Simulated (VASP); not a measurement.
# ZnS (R3m) in VASP: a series of runs

ZnS is run at these levels: r2SCAN; tasks: single point.

Everything below comes from runs of VASP 6.6.1. Logs are shortened: lines on timing, memory, paths and dates and some standing lists are left out, and cuts for length are marked.

## 1. The cell of the first run

The structure is trigonal, space group R3m (No. 160). Conventional cell: a = 3.960 Å, b = 3.960 Å, c = 28.062 Å, α = 90.00°, β = 90.00°, γ = 120.00°. Within 3.1 Å of Zn (site symmetry 3m) lie 4 S at 2.34 to 2.42 Å. Zn (site symmetry 3m) has 4 S at 2.33 to 2.42 Å within 3.1 Å. Within 3.1 Å of Zn (site symmetry 3m) lie 4 S at 2.34 to 2.42 Å. S (site symmetry 3m) has 4 Zn at 2.34 to 2.42 Å within 3.1 Å. S (site symmetry 3m) has 4 Zn at 2.34 to 2.42 Å within 3.1 Å. S (site symmetry 3m) has 4 Zn at 2.33 to 2.42 Å within 3.1 Å.

## 2. Single point, r2SCAN (strain +0.0400 x Voigt [1, 1, 0, 0, 0, 0])

POSCAR reads:

```
ZnS
1.0
    1.9797752248      1.1430237590      9.3541347981
   -1.9797752248      1.1430237590      9.3541347981
    0.0000000000     -2.2860475179      9.3541347981
Zn S
3 3
Direct
    0.9999789175      0.9999789175      0.9999789175
    0.2222813884      0.2222813884      0.2222813884
    0.4445836769      0.4445836769      0.4445836769
    0.0832619666      0.0832619666      0.0832619666
    0.5278285134      0.5278285134      0.5278285134
    0.3053915373      0.3053915373      0.3053915373
```

INCAR.step1 reads:

```
PREC = Accurate
ENCUT = 520
ISMEAR = 0
SIGMA = 0.05
LREAL = False
LASPH = True
NELM = 80
NBANDS = 36
GGA = PE
ALGO = Normal
EDIFF = 1E-4
LWAVE = True
LCHARG = False
```

INCAR.step2 reads:

```
PREC = Accurate
ENCUT = 520
EDIFF = 1E-7
ISMEAR = 0
SIGMA = 0.05
LREAL = False
LASPH = True
NELM = 80
ALGO = Normal
ISIF = 2
LWAVE = False
LCHARG = False
METAGGA = R2SCAN
LMIXTAU = True
NBANDS = 36
ISTART = 1
```

KPOINTS reads:

```
Automatic mesh
0
Gamma
  6 6 6
```

Potentials or basis: VASP PAW PBE potentials, release 64 (Zn, S).

Command:

```sh
$ cat potpaw_PBE.64/Zn/POTCAR potpaw_PBE.64/S/POTCAR > POTCAR
$ cp INCAR.step1 INCAR
$ mpirun -np 1 vasp_std > vasp.out
$ cp INCAR.step2 INCAR
$ mpirun -np 1 vasp_std > vasp.out
```

OUTCAR:

```text
PREC = Accurate
   ENCUT = 520
   EDIFF = 1E-7
   ISMEAR = 0
   LREAL = False
   LASPH = True
   NELM = 80
   ISIF = 2
   METAGGA = R2SCAN
   ISTART = 1

 ion  position               nearest neighbor table
   1  1.000  1.000  1.000-   4 2.34   6 2.42   6 2.42   6 2.42
   2  0.222  0.222  0.222-   6 2.33   5 2.42   5 2.42   5 2.42
   3  0.445  0.445  0.445-   5 2.34   4 2.42   4 2.42   4 2.42
   4  0.083  0.083  0.083-   1 2.34   3 2.42   3 2.42   3 2.42
   5  0.528  0.528  0.528-   3 2.34   2 2.42   2 2.42   2 2.42
   6  0.305  0.305  0.305-   2 2.33   1 2.42   1 2.42   1 2.42

  LATTYP: Found a trigonal (rhomboedric) cell.
 ALAT       =     9.6294263108
 COS(alpha) =     0.9154602542

  Lattice vectors:

 A1 = (   1.9797752248,   1.1430237590,   9.3541347981)
 A2 = (  -1.9797752248,   1.1430237590,   9.3541347981)
 A3 = (   0.0000000000,  -2.2860475179,   9.3541347981)

Analysis of symmetry for initial positions (statically):
=====================================================================
 Subroutine PRICEL returns:
 Original cell was already a primitive cell.

 Routine SETGRP: Setting up the symmetry group for a
 trigonal (rhombohedral) supercell.

 Subroutine GETGRP returns: Found  6 space group operations
 (whereof  6 operations were pure point group operations)
 out of a pool of 12 trial point group operations.

The static configuration has the point symmetry C_3v.

Analysis of symmetry for dynamics (positions and initial velocities):
=====================================================================
 Subroutine PRICEL returns:
 Original cell was already a primitive cell.

 Routine SETGRP: Setting up the symmetry group for a
 trigonal (rhombohedral) supercell.

 Subroutine GETGRP returns: Found  6 space group operations
 (whereof  6 operations were pure point group operations)
 out of a pool of 12 trial point group operations.

The dynamic configuration has the point symmetry C_3v.

 Subroutine INISYM returns: Found  6 space group operations
 (whereof  6 operations are pure point group operations),
 and found     1 'primitive' translations

----------------------------------------------------------------------------------------

                                     Primitive cell

  volume of cell :     127.0065

  direct lattice vectors                    reciprocal lattice vectors
[... 97 lines left out ...]
   EDIFFG = 0.1E-05   stopping-criterion for IOM
   NSW    =      0    number of steps for IOM
   IBRION =     -1    ionic relax: 0-MD 1-quasi-New 2-CG
   NFREE  =      0    steps in history (QN), initial steepest desc. (CG)
   ISIF   =      2    stress and relaxation
   ISYM   =      2    0-nonsym 1-usesym 2-fastsym
   POTIM  = 0.5000    time-step for ionic-motion
   TEBEG  =    0.0;   TEEND  =   0.0 temperature during run
   PSTRESS=    0.0 pullay stress
   NELECT =      54.0000    total number of electrons
   NUPDOWN=      -1.0000    fix difference up-down
   EMIN   =  10.00;   EMAX   =-10.00  energy-range for DOS
   EFERMI =   0.00;   METHOD = LEGACY
   ISMEAR =     0;   SIGMA  =   0.05  broadening in eV -4-tet -1-fermi 0-gaus
   EFERMI_NEDOS =   21; number of points for ismear=-14 and -15
   IALGO  =     38    algorithm
   IMIX   =      4    mixing-type and parameters
     AMIX     =   0.40;   BMIX     =  1.00
     AMIX_MAG =   1.60;   BMIX_MAG =  1.00
  volume/ion in A,a.u.               =      21.17       142.85
  Fermi-wavevector in a.u.,A,eV,Ry     =   1.231017  2.326285 20.618310  1.515403
  Thomas-Fermi vector in A             =   2.365843
   LORBIT       =      0    0 simple, 1 ext, 2 COOP (PROOUT), +10 PAW based schemes
   METAGGA = R2SCAN    functional components
   LHFCALC =     F    Hartree Fock is set to
   AEXX    =    0.0000 exact exchange contribution
   IVDW    =     0    specifies the selected vdW correction
   LEPSILON=     F    determine dielectric tensor
   LRPA    =     F    only Hartree local field effects (RPA)
 non-spin polarized calculation
 Gauss-broadening in eV      SIGMA  =   0.05
  energy-cutoff  :      520.00
  volume of cell :      127.01
 maximum number of plane-waves:      3473
   NGX = 35   NGY = 35   NGZ = 35

 number of electron      53.9999981 magnetization

 Free energy of the ion-electron system (eV)
  ---------------------------------------------------
  ext. energy  EPLUGINS =         0.00000000
  ---------------------------------------------------
  free energy    TOTEN  =       -56.37678820 eV

  energy without entropy =      -56.37678820  energy(sigma->0) =      -56.37678820

 E-fermi :   1.4879     XC(G=0):  -9.9248

 val. band max:        1.2275624296   @ k =   0.0000   0.0000   0.0000
 cond. band min:       3.6147369116   @ k =   0.0000   0.0000   0.0000
 fundamental gap:      2.3871744820
 Fermi energy:         1.4879024538

 k-point     1 :       0.0000    0.0000    0.0000
  band No.  band energies     occupation
      1     -12.0042      2.00000
      2     -11.3618      2.00000
      3     -11.3485      2.00000
      4      -5.0663      2.00000
      5      -5.0275      2.00000
      6      -5.0275      2.00000
[... 925 lines left out ...]
     35       9.2266      0.00000
     36      10.1691      0.00000

 [... further k-points ...]

------------------------ aborting loop because EDIFF is reached ----------------------------------------

  FORCE on cell =-STRESS in cart. coord.  units (eV):
  Direction    XX          YY          ZZ          XY          YZ          ZX
  --------------------------------------------------------------------------------------
  -------------------------------------------------------------------------------------
  Total       -5.0935403     -5.0935403     -1.5525390      0.0000000     -0.0000000      0.0000000
  in kB      -64.2546125    -64.2546125    -19.5851578      0.0000000     -0.0000000      0.0000000
  external PRESSURE =     -49.3647943 kB  Pullay stress =       0.0000000 kB

 VOLUME and BASIS-vectors are now :
 -----------------------------------------------------------------------------
  energy-cutoff  :      520.00
  volume of cell :      127.01
      direct lattice vectors                 reciprocal lattice vectors
     1.979775225  1.143023759  9.354134798     0.252553923  0.145812076  0.035634865
    -1.979775225  1.143023759  9.354134798    -0.252553923  0.145812076  0.035634865
     0.000000000 -2.286047518  9.354134798     0.000000000 -0.291624151  0.035634865

 POSITION                                       TOTAL-FORCE (eV/Angst)
 -----------------------------------------------------------------------------------
      0.00000      0.00000     28.06181         0.000000     -0.000000     -0.185403
      0.00000      0.00000      6.23775         0.000000     -0.000000     -0.198989
      0.00000      0.00000     12.47609         0.000000     -0.000000     -0.193464
      0.00000      0.00000      2.33653         0.000000      0.000000      0.189751
      0.00000      0.00000     14.81214         0.000000      0.000000      0.197817
      0.00000      0.00000      8.57002         0.000000      0.000000      0.190289
 -----------------------------------------------------------------------------------
    total drift:                                0.000000     -0.000000     -0.023581

  FREE ENERGIE OF THE ION-ELECTRON SYSTEM (eV)
  ---------------------------------------------------
  free  energy   TOTEN  =       -56.3767881989 eV

  energy  without entropy=      -56.3767881989  energy(sigma->0) =      -56.37678820
```

OUTCAR.step1:

```text
PREC = Accurate
   ENCUT = 520
   ISMEAR = 0
   LREAL = False
   LASPH = True
[... 1172 lines left out ...]
      0.00000      0.00000     12.47609         0.000000     -0.000000     -0.206653
      0.00000      0.00000      2.33653         0.000000      0.000000      0.202658
      0.00000      0.00000     14.81214         0.000000      0.000000      0.208339
      0.00000      0.00000      8.57002         0.000000      0.000000      0.201635
 -----------------------------------------------------------------------------------
    total drift:                                0.000000     -0.000000      0.000350

  FREE ENERGIE OF THE ION-ELECTRON SYSTEM (eV)
  ---------------------------------------------------
  free  energy   TOTEN  =       -20.4462030810 eV

  energy  without entropy=      -20.4462030810  energy(sigma->0) =      -20.44620308
```

OSZICAR.step1:

```text
N       E                     dE             d eps       ncg     rms          rms(c)
DAV:   1     0.405990807425E+03    0.40599E+03   -0.25291E+04  2304   0.177E+03
DAV:   2     0.278796140812E+02   -0.37811E+03   -0.36340E+03  2328   0.391E+02
DAV:   3    -0.199372591608E+02   -0.47817E+02   -0.47192E+02  2636   0.133E+02
DAV:   4    -0.217181833036E+02   -0.17809E+01   -0.17748E+01  2704   0.258E+01
DAV:   5    -0.217464978394E+02   -0.28315E-01   -0.28301E-01  2852   0.325E+00    0.106E+01
DAV:   6    -0.204334647283E+02    0.13130E+01   -0.26512E+00  3380   0.386E+01    0.837E+00
DAV:   7    -0.204631825700E+02   -0.29718E-01   -0.23248E+00  2548   0.707E+00    0.365E+00
DAV:   8    -0.204444545876E+02    0.18728E-01   -0.12841E-01  3000   0.361E+00    0.960E-01
DAV:   9    -0.204454941382E+02   -0.10396E-02   -0.22390E-02  3044   0.219E+00    0.285E-01
DAV:  10    -0.204457962147E+02   -0.30208E-03   -0.19747E-03  2892   0.470E-01    0.144E-01
DAV:  11    -0.204462075668E+02   -0.41135E-03   -0.63619E-04  2396   0.262E-01    0.117E-01
DAV:  12    -0.204462030810E+02    0.44858E-05   -0.85826E-05  1788   0.250E-01
   1 F= -.20446203E+02 E0= -.20446203E+02  d E =-.678265E-11
```

Run time: 53 min. Hardware: 1 thread of Intel Xeon 6975P-C (Granite Rapids), shared host; peak memory 0.84 GiB.

What came out:

```
Free energy            : -56.3768 eV
Pressure               : -4.9 GPa
Largest force          : 0.199 eV/Å
Band gap on the k mesh : 2.39 eV, direct
```

Forces in eV/Å, atoms in the order of the input:
```
Zn   0.000  0.000 -0.185
Zn   0.000  0.000 -0.199
Zn   0.000  0.000 -0.193
S    0.000  0.000  0.190
S    0.000  0.000  0.198
S    0.000  0.000  0.190
```

Stress tensor (GPa, compression positive):
```
-6.43  0.00  0.00
 0.00 -6.43  0.00
 0.00  0.00 -1.96
```

Levels at points of the mesh, in eV from the valence-band top:
```
           k point  band 23  band 24  band 25  band 26  band 27  band 28  band 29  band 30  band 31  band 32
(0.00, 0.00, 0.00)    -0.75    -0.75    -0.05    -0.05     0.00     2.39     3.44     3.61     6.68     6.68
(0.50, 0.00, 0.00)    -1.91    -1.86    -1.85    -1.13    -0.77     3.77     4.20     4.36     5.38     5.86
(0.50, 0.50, 0.00)    -2.16    -1.69    -1.17    -1.16    -1.09     3.78     3.91     4.62     5.48     6.39
(0.50, 0.50, 0.50)    -0.96    -0.31    -0.31    -0.29    -0.29     3.26     3.41     3.58     6.82     6.82
```

Caveat: the cell differs from its parent crystal (strain +0.0400 x Voigt [1, 1, 0, 0, 0, 0]); the PAW data sets were made with another functional, which shifts forces and pressure a little. A k mesh can miss the band edges.

## 3. Single point, r2SCAN (strain -0.0200 x Voigt [1, 1, 0, 0, 0, 0])

Changes to POSCAR since step 2:

```diff
@@ -2,5 +2,5 @@
 1.0
-    1.9797752248      1.1430237590      9.3541347981
-   -1.9797752248      1.1430237590      9.3541347981
-    0.0000000000     -2.2860475179      9.3541347981
+    1.8655574233      1.0770800806      9.3541347981
+   -1.8655574233      1.0770800806      9.3541347981
+    0.0000000000     -2.1541601611      9.3541347981
 Zn S
```

INCAR.step1 reads:

```
SYSTEM = ZnS
  ALGO = Normal
  EDIFF = 1E-4
  ENCUT = 520
  GGA = PE
  ISMEAR = 0
  LASPH = .TRUE.
  LCHARG = .FALSE.
  LREAL = .FALSE.
  LWAVE = .TRUE.
  NBANDS = 36
  NELM = 100
  PREC = Accurate
  SIGMA = 0.05
```

INCAR.step2 reads:

```
SYSTEM = ZnS
  ALGO = Normal
  EDIFF = 1E-6
  ENCUT = 520
  ISIF = 2
  ISMEAR = 0
  ISTART = 1
  LASPH = .TRUE.
  LCHARG = .TRUE.
  LELF = .TRUE.
  LMIXTAU = .TRUE.
  LREAL = .FALSE.
  LVHAR = .TRUE.
  LWAVE = .FALSE.
  METAGGA = R2SCAN
  NBANDS = 36
  NELM = 100
  PREC = Accurate
  SIGMA = 0.05
```

KPOINTS reads:

```
k-points
0
G
  6 6 6
  0 0 0
```

Potentials or basis: VASP PAW PBE potentials, release 64 (Zn, S).

Command:

```sh
$ cat potpaw_PBE.64/Zn/POTCAR potpaw_PBE.64/S/POTCAR > POTCAR
$ cp INCAR.step1 INCAR
$ mpirun -np 1 vasp_std > vasp.out
$ cp INCAR.step2 INCAR
$ mpirun -np 1 vasp_std > vasp.out
```

It took 59 min on 1 thread of Intel Xeon Platinum 8259CL at 2.50GHz (Skylake/Cascade Lake), shared host; peak memory 0.86 GiB.

It converged, with:

| Item | Value |
| --- | --- |
| Free energy | -56.5209 eV |
| Pressure | 3.6 GPa |
| Largest force | 0.163 eV/Å |
| Band gap on the k mesh | 2.91 eV, direct |

Forces in eV/Å, atoms in the order of the input:
```
Zn   0.000  0.000  0.156
Zn   0.000  0.000  0.163
Zn   0.000  0.000  0.157
S    0.000  0.000 -0.159
S    0.000  0.000 -0.161
S    0.000  0.000 -0.156
```

Stress tensor (GPa, compression positive):
```
4.70 0.00 0.00
0.00 4.70 0.00
0.00 0.00 1.36
```

Levels at points of the mesh, in eV from the valence-band top:
```
           k point  band 25  band 26  band 27  band 28  band 29  band 30
(0.00, 0.00, 0.00)    -0.15     0.00     0.00     2.91     4.04     4.19
(0.50, 0.00, 0.00)    -2.10    -1.48    -1.02     3.66     4.32     4.52
(0.50, 0.50, 0.00)    -1.48    -1.41    -1.41     3.69     4.03     4.74
(0.50, 0.50, 0.50)    -0.26    -0.24    -0.24     3.89     4.04     4.18
```

Caveat: the cell differs from its parent crystal (strain -0.0200 x Voigt [1, 1, 0, 0, 0, 0]); the PAW data sets were made with another functional, which shifts forces and pressure a little. A k mesh can miss the band edges.

(Continued in part 2 of 2.)
